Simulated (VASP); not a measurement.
Here is a VASP 6.6.1 calculation.

File POSCAR:

```
Pt
1.0
    2.7606656200      0.0000000000      0.0000000000
   -1.3803328100      2.3908065500      0.0000000000
    0.0000000000      0.0000000000      4.7921340000
Pt
2
Direct
    0.6666666667      0.3333333333      0.7500000000
    0.3333333333      0.6666666667      0.2500000000
```

File INCAR.step1:

```
SYSTEM = Pt
PREC     = Accurate       ! precision mode
ENCUT    = 520            ! plane-wave cutoff, eV
ISMEAR   = 1              ! smearing method
SIGMA    = 0.3            ! smearing width, eV
LREAL    = .FALSE.        ! projectors in reciprocal space
LASPH    = .TRUE.         ! aspherical terms in the spheres
NELM     = 60             ! most SCF steps
NBANDS   = 17             ! bands
GGA      = PE             ! functional
ALGO     = Normal         ! electronic algorithm
EDIFF    = 1E-4           ! SCF threshold, eV
LWAVE    = .TRUE.         ! write WAVECAR
LCHARG   = .FALSE.        ! write CHGCAR
```

Contents of INCAR.step2:

```
SYSTEM = Pt
PREC     = Accurate       ! precision mode
ENCUT    = 520            ! plane-wave cutoff, eV
EDIFF    = 1E-6           ! SCF threshold, eV
ISMEAR   = 1              ! smearing method
SIGMA    = 0.3            ! smearing width, eV
LREAL    = .FALSE.        ! projectors in reciprocal space
LASPH    = .TRUE.         ! aspherical terms in the spheres
NELM     = 60             ! most SCF steps
ALGO     = Normal         ! electronic algorithm
ISIF     = 2              ! what is computed and relaxed
LWAVE    = .FALSE.        ! write WAVECAR
LCHARG   = .FALSE.        ! write CHGCAR
METAGGA  = R2SCAN         ! meta-GGA
LMIXTAU  = .TRUE.       
NBANDS   = 17             ! bands
ISTART   = 1
```

KPOINTS

```
regular mesh
0
G
  11 11 6
  0 0 0
```

Potentials or basis: VASP PAW PBE potentials, release 64 (Pt).

Launch:

```sh
$ cat potpaw_PBE.64/Pt/POTCAR > POTCAR
$ cp INCAR.step1 INCAR
$ mpirun -np 1 vasp_std > vasp.out
$ cp INCAR.step2 INCAR
$ mpirun -np 1 vasp_std > vasp.out
```

Q: Estimate the pressure.

A: -5.7 GPa.

Q: Predict the band gap on the k mesh.

A: Zero (band 10 reaches 10.51 eV, above the bottom of band 11 at 9.24 eV).

Caveat: the PAW data sets were made with another functional, which shifts forces and pressure a little; spin-orbit coupling is left out, which moves the levels of the heavy elements.
